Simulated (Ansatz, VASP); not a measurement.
Bi: VASP beside Ansatz

POSCAR

```
Bi
1.0
   -1.9219876158      1.9219876158      1.9814305318
    1.9219876158     -1.9219876158      1.9814305318
    1.9219876158      1.9219876158     -1.9814305318
Bi
1
Direct
    0.0000000000      0.0000000000      0.0000000000
```

The input INCAR.step1:

```
SYSTEM = Bi
PREC     = Accurate       ! precision mode
ENCUT    = 520            ! plane-wave cutoff, eV
ISMEAR   = 0              ! smearing method
SIGMA    = 0.15           ! smearing width, eV
LREAL    = .False.        ! projectors in reciprocal space
LASPH    = .True.         ! aspherical terms in the spheres
NELM     = 100            ! most SCF steps
NBANDS   = 14             ! bands
GGA      = PE             ! functional
ALGO     = Normal         ! electronic algorithm
EDIFF    = 1E-4           ! SCF threshold, eV
LWAVE    = .True.         ! write WAVECAR
LCHARG   = .False.        ! write CHGCAR
```

Contents of INCAR.step2:

```
SYSTEM = Bi
PREC     = Accurate       ! precision mode
ENCUT    = 520            ! plane-wave cutoff, eV
EDIFF    = 1E-6           ! SCF threshold, eV
ISMEAR   = 0              ! smearing method
SIGMA    = 0.15           ! smearing width, eV
LREAL    = .False.        ! projectors in reciprocal space
LASPH    = .True.         ! aspherical terms in the spheres
NELM     = 100            ! most SCF steps
ALGO     = Normal         ! electronic algorithm
ISIF     = 2              ! what is computed and relaxed
LWAVE    = .False.        ! write WAVECAR
LCHARG   = .False.        ! write CHGCAR
METAGGA  = R2SCAN         ! meta-GGA
LMIXTAU  = .True.       
NBANDS   = 14             ! bands
ISTART   = 1
```

File KPOINTS:

```
regular mesh
0
Gamma
  18 18 18
  0 0 0
```

Input for Ansatz:

```yaml
crystal:
  lattice:
    - [-1.9219876158, 1.9219876158, 1.9814305318]
    - [1.9219876158, -1.9219876158, 1.9814305318]
    - [1.9219876158, 1.9219876158, -1.9814305318]
  atoms:
    - { symbol: Bi, position: [0.0, 0.0, 0.0] }
basis:
  ecutwfc: 500
kpoints:
  mp_grid: { grid: [18, 18, 18] }
hamiltonian:
  xc: r2scan
scf:
  occupations: { method: gaussian, width: 0.15 }
output:
  forces: true
  stress: true
  eigenvalues: true
```

Change from the starting cell: strain -0.030 along x and y, +0.000 along z, atoms carried along.

Alike in both runs: task single point; functional r2SCAN; k mesh 18 × 18 × 18; occupations gaussian, width 0.15 eV; no spin polarisation.

|  | VASP | Ansatz |
| --- | --- | --- |
| version | VASP 6.6.1 | Ansatz 0.2.0 |
| potentials or method | VASP PAW PBE potentials, release 64 (Bi_d), cutoff 520 eV | scalar-relativistic, plane waves, PAW |
| valence electrons in the cell | 15 | 15 |

```csv
,VASP,Ansatz,Ansatz less VASP
gap on the k mesh at the Fermi level (eV),none,none,-
pressure (GPa),3.9,4.0,+0.03
"traceless stress, the component that is largest in VASP (GPa)",-0.35,-0.35,-0.003
```

VASP's potentials were made for PBE, not for r2SCAN. A gap of «none» marks a metal or a gap that the smearing closes. With one functional, cell and mesh, what is left measures potentials, basis and numerics.

Spin-orbit coupling is off throughout.
